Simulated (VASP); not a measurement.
# PtSe (P-6m2) in VASP: a series of runs, part 2 of 2

VASP 6.6.1.

## 3. Single point, PBE+U

File INCAR:

```
  PREC = Accurate
  ENCUT = 520
  EDIFF = 1E-6
  ISMEAR = -1
  SIGMA = 0.05
  LREAL = F
  LASPH = T
  NELM = 150
  ALGO = Normal
  ISIF = 2
  LWAVE = F
  LCHARG = F
  LMAXMIX = 4
  LDAU = T
  LDAUTYPE = 2
  LDAUL = 2 -1
  LDAUU = 6 0
  LDAUJ = 0 0
  LDAUPRINT = 1
  GGA = PE
  NBANDS = 15
```

File KPOINTS:

```
Automatic mesh
0
Gamma
  8 8 7
```

File POSCAR:

```
PtSe
1.0
    3.7018703300      0.0000000000      0.0000000000
   -1.8509351600      3.2059137500      0.0000000000
    0.0000000000      0.0000000000      3.6128420300
Pt Se
1 1
Direct
    0.0000000000      0.0000000000      0.0000000000
    0.6666666667      0.3333333333      0.5000000000
```

Potentials or basis: VASP PAW PBE potentials, release 64 (Pt, Se).

Launch:

```console
$ cat potpaw_PBE.64/Pt/POTCAR potpaw_PBE.64/Se/POTCAR > POTCAR
$ mpirun -np 1 vasp_std > vasp.out
```

OUTCAR:

```text
PREC = Accurate
   ENCUT = 520
   EDIFF = 1E-6
   ISMEAR = -1
   LREAL = F
   LASPH = T
   NELM = 150
   ISIF = 2
   GGA = PE

 ion  position               nearest neighbor table
   1  0.000  0.000  0.000-   2 2.80   2 2.80   2 2.80   2 2.80   2 2.80   2 2.80
   2  0.667  0.333  0.500-   1 2.80   1 2.80   1 2.80   1 2.80   1 2.80   1 2.80

  LATTYP: Found a hexagonal cell.
 ALAT       =     3.7018703300
 C/A-ratio  =     0.9759504542

  Lattice vectors:

 A1 = (   3.7018703300,   0.0000000000,   0.0000000000)
 A2 = (  -1.8509351600,   3.2059137500,   0.0000000000)
 A3 = (   0.0000000000,   0.0000000000,   3.6128420300)

Analysis of symmetry for initial positions (statically):
=====================================================================
 Subroutine PRICEL returns:
 Original cell was already a primitive cell.

 Routine SETGRP: Setting up the symmetry group for a
 hexagonal supercell.

 Subroutine GETGRP returns: Found 12 space group operations
 (whereof 12 operations were pure point group operations)
 out of a pool of 24 trial point group operations.

The static configuration has the point symmetry D_3h.

Analysis of symmetry for dynamics (positions and initial velocities):
=====================================================================
 Subroutine PRICEL returns:
 Original cell was already a primitive cell.

 Routine SETGRP: Setting up the symmetry group for a
 hexagonal supercell.

 Subroutine GETGRP returns: Found 12 space group operations
 (whereof 12 operations were pure point group operations)
 out of a pool of 24 trial point group operations.

The dynamic configuration has the point symmetry D_3h.

 Subroutine INISYM returns: Found 12 space group operations
[... 166 lines left out ...]
  o =  0.9166  v =  0.0000  0.0000  0.0000  0.0000  0.0000  0.2422  0.0000  0.0000 -0.0000 -0.9702      0.0000  0.0000  0.0000  0.0000  0.0000  0.0000  0.0000  0.0000  0.0000  0.0000
  o =  0.9166  v =  0.0000  0.0000  0.0000  0.0000  0.0000  0.9702 -0.0000  0.0000  0.0000  0.2422      0.0000  0.0000  0.0000  0.0000  0.0000  0.0000  0.0000  0.0000  0.0000  0.0000
  o =  0.9166  v =  0.9702 -0.0000  0.0000  0.0000  0.2422  0.0000  0.0000  0.0000  0.0000  0.0000      0.0000  0.0000  0.0000  0.0000  0.0000  0.0000  0.0000  0.0000  0.0000  0.0000
  o =  0.9516  v =  0.0000  0.0000  0.0000  0.0000  0.0000 -0.0000 -0.0000  1.0000  0.0000  0.0000      0.0000  0.0000  0.0000  0.0000  0.0000  0.0000  0.0000  0.0000  0.0000  0.0000
  o =  0.9516  v = -0.0000 -0.0000  1.0000  0.0000  0.0000  0.0000  0.0000  0.0000  0.0000  0.0000      0.0000  0.0000  0.0000  0.0000  0.0000  0.0000  0.0000  0.0000  0.0000  0.0000

 number of electron      16.0000001 magnetization

 Free energy of the ion-electron system (eV)
  ---------------------------------------------------
  ext. energy  EPLUGINS =         0.00000000
  ---------------------------------------------------
  free energy    TOTEN  =        -5.16220758 eV

  energy without entropy =       -5.14943796  energy(sigma->0) =       -5.15582277

 E-fermi :   5.1294     XC(G=0): -10.6597

 val. band max:        5.1270029996   @ k =   0.2500   0.0000   0.1429
 cond. band min:       5.1606522040   @ k =   0.3750   0.0000   0.1429
 fundamental gap:      0.0336492044
 Fermi energy:         5.1293784988

 k-point     1 :       0.0000    0.0000    0.0000
  band No.  band energies     occupation
      1      -8.9826      2.00000
      2       0.6892      2.00000
      3       0.9403      2.00000
      4       0.9403      2.00000
      5       2.7340      2.00000
      6       2.7340      2.00000
      7       3.5043      2.00000
      8       5.6762      0.00004
      9       5.6762      0.00004
     10       5.7520      0.00001
     11      12.7854      0.00000
     12      13.4128      0.00000
     13      13.4128      0.00000
     14      17.9199      0.00000
[... 401 lines left out ...]
      2      -0.3639      2.00000
      3       0.5085      2.00000
      4       1.1554      2.00000
      5       1.9432      2.00000
      6       2.4100      2.00000
      7       2.9185      2.00000
      8       4.3284      2.00000
      9       5.6770      0.00004
     10       8.6248      0.00000
     11      11.1268      0.00000
     12      14.3406      0.00000
     13      14.4076      0.00000
     14      16.7628      0.00000
     15      18.6512      0.00000

 [... further k-points ...]
[... 5 lines left out ...]
  --------------------------------------------------------------------------------------
  -------------------------------------------------------------------------------------
  Total       -3.2722891     -3.2722891     -4.8133025     -0.0000000     -0.0000000      0.0000000
  in kB     -122.2757239   -122.2757241   -179.8588152     -0.0000002     -0.0000000      0.0000000
  external PRESSURE =    -141.4700878 kB  Pullay stress =       0.0000000 kB

 VOLUME and BASIS-vectors are now :
 -----------------------------------------------------------------------------
  energy-cutoff  :      520.00
  volume of cell :       42.88
      direct lattice vectors                 reciprocal lattice vectors
     3.701870330  0.000000000  0.000000000     0.270133719  0.155961775  0.000000000
    -1.850935160  3.205913750  0.000000000     0.000000000  0.311923551  0.000000000
     0.000000000  0.000000000  3.612842030     0.000000000  0.000000000  0.276790403

 POSITION                                       TOTAL-FORCE (eV/Angst)
 -----------------------------------------------------------------------------------
      0.00000      0.00000      0.00000        -0.000000      0.000000      0.000000
      1.85094      1.06864      1.80642         0.000000      0.000000      0.000000
 -----------------------------------------------------------------------------------
    total drift:                               -0.000000      0.000000      0.000000

  FREE ENERGIE OF THE ION-ELECTRON SYSTEM (eV)
  ---------------------------------------------------
  free  energy   TOTEN  =        -5.1622075759 eV

  energy  without entropy=       -5.1494379587  energy(sigma->0) =       -5.15582277
```

It took 30 s on 1 thread of Intel Xeon 8259CL, shared host; peak memory 0.17 GiB.

Results:

```
Free energy            : -5.1622 eV
Pressure               : -14.1 GPa
Band gap on the k mesh : zero (band 8 reaches 5.83 eV, above the bottom of band 9 at 5.00 eV)
```

Eigenvalues of the final occupation matrices:
| site | spin | trace | eigenvalues |
| --- | --- | --- | --- |
| site 1 d | 1 | 4.38 | 0.80 0.80 0.92 0.92 0.95 |
| site 1 d | 2 | 4.38 | 0.80 0.80 0.92 0.92 0.95 |

Caveat: spin-orbit coupling is left out, which moves the levels of the heavy elements; U without spin polarisation on a metal has little footing.

## 4. Single point, PBE+U

File INCAR:

```
SYSTEM = PtSe
PREC = Accurate ; ENCUT = 520
EDIFF = 1E-6 ; ISMEAR = -1
SIGMA = 0.05 ; LREAL = .FALSE.
LASPH = .TRUE. ; NELM = 150
ALGO = Normal ; ISIF = 2
LWAVE = .FALSE. ; LCHARG = .FALSE.
LMAXMIX = 4 ; LDAU = .TRUE.
LDAUTYPE = 2 ; LDAUL = 2 -1
LDAUU = 8 0 ; LDAUJ = 0 0
LDAUPRINT = 1 ; GGA = PE
NBANDS = 15
```

File KPOINTS:

```
Automatic mesh
0
G
  8 8 7
  0 0 0
```

POSCAR is that of step 3.

Launch:

```console
$ cat potpaw_PBE.64/Pt/POTCAR potpaw_PBE.64/Se/POTCAR > POTCAR
$ mpirun -np 1 vasp_std > vasp.out
```

It took 38 s on 1 thread of Intel Xeon 8259CL, shared host; peak memory 0.17 GiB.

Results (log left out):

```
Free energy            : -4.2314 eV
Pressure               : -15.3 GPa
Band gap on the k mesh : zero (band 8 reaches 5.57 eV, above the bottom of band 9 at 4.77 eV)
```

Stress tensor (GPa, compression positive):
```
-13.20   0.00   0.00
  0.00 -13.20   0.00
  0.00   0.00 -19.46
```

Levels at points of the mesh, in eV from the Fermi level:
```tsv
k point	band 6	band 7	band 8	band 9	band 10	band 11
(0.00, 0.00, 0.00)	-2.66	-1.44	0.54	0.54	0.95	7.77
(0.50, 0.00, 0.00)	-2.82	-2.57	-1.39	1.34	3.64	6.93
```

Eigenvalues of the final occupation matrices:
```tsv
site	spin	trace	eigenvalues
site 1 d	1	4.53	0.83 0.83 0.95 0.95 0.98
site 1 d	2	4.53	0.83 0.83 0.95 0.95 0.98
```

Caveat: spin-orbit coupling is left out, which moves the levels of the heavy elements; U without spin polarisation on a metal has little footing.

## 5. Overview

```csv
U,gap on the mesh (eV),pressure (GPa)
Pt d U = 4.0 eV,none,-13.2
Pt d U = 6.0 eV,none,-14.1
Pt d U = 8.0 eV,none,-15.3
```

Alike in all rows: task single point; level PBE+U; potentials or basis VASP PAW PBE potentials, release 64 (Pt, Se); no spin polarisation; cell as given; k mesh 8 × 8 × 7; cutoff (eV) 520; smearing fermi-dirac 0.05 eV.

Every run on the cell as given and a fine mesh finds a metal.

Caveats: spin-orbit coupling is left out, which moves the levels of the heavy elements; U without spin polarisation on a metal has little footing.

Absolute energies hang on the potentials; compare differences alone.
